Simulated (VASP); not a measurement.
Crystal: FeO.

```
Fe O
1.0
     3.50238    0.00000    0.00000
     0.00000    3.50238    0.00000
     0.00000    0.00000    4.36047
Fe O
2 2
Direct
  0.00000 0.50000 0.00000
  0.50000 0.00000 0.50000
  0.00000 0.00000 0.25000
  0.00000 0.00000 0.75000
```

Base run:

| Property | Result |
| --- | --- |
| Program | VASP 6.6.1 |
| Functional | LDA |
| Potentials or basis | VASP PAW LDA potentials, release 64 (Fe_sv, O) |
| Cutoff | 600 eV |
| k mesh | 5 × 5 × 5 |
| Occupations | gaussian, width 0.05 eV |
| Spin | collinear spin, ferromagnetic start |
| Starting moments | [3.29, 3.29, 0.15, 0.15] μB |
| Hubbard terms | Fe d U = 3.0 eV |

Its results: pressure -15.1 GPa; net moment 7.56 μB per cell; site moments Fe +3.50; O +0.14 μB.

Question: The run is repeated on the same cell with these changes: spin from collinear spin, ferromagnetic start to collinear spin, antiferromagnetic start; moments at the start from [3.29, 3.29, 0.15, 0.15] to [3.57, -3.57, 0.0, 0.0]. What comes out?

Answer: Pressure -13.2 GPa; net moment 0.00 μB per cell; site moments Fe +3.38, -3.38; O +0.00 μB.

Caveats: the cell stands under tension.
